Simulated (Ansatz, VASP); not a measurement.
## H: VASP beside Ansatz

```
H
1.0
     1.64853   -2.73169    0.00000
     1.64853    2.73169    0.00000
     0.00000    0.00000    6.31377
H
4
Direct
  0.56781 0.43219 0.99951
  0.43219 0.56781 0.00049
  0.43219 0.56781 0.49951
  0.56781 0.43219 0.50049
```

Alike in both runs: task single point; functional LDA; k mesh 6 × 6 × 4; occupations gaussian, width 0.1 eV; no spin polarisation.

|  | VASP | Ansatz |
| --- | --- | --- |
| version | VASP 6.6.1 | Ansatz 0.2.0 |
| potentials or method | VASP PAW LDA potentials, release 64 (H), cutoff 500 eV | scalar-relativistic, plane waves, PAW |
| valence electrons in the cell | 4 | 4 |

VASP gave:

* gap on the k mesh at the Fermi level (eV): 7.81
* least direct gap on the mesh (eV): 7.81
* pressure (GPa): 0.7
* traceless stress, the component that is largest in VASP (GPa): 2.52
* rms of the force components (eV/Å): 0.567

**Question.** Estimate Ansatz's values.

**Answer.** gap on the k mesh at the Fermi level (eV): 7.81; least direct gap on the mesh (eV): 7.81; pressure (GPa): 0.9; traceless stress, the component that is largest in VASP (GPa): 2.51; rms of the force components (eV/Å): 0.560.

LDA's correlation is that of Perdew and Zunger in VASP and of Perdew and Wang (1992) in Ansatz. Atom by atom the forces differ by 0.007 eV/Å (rms over components).
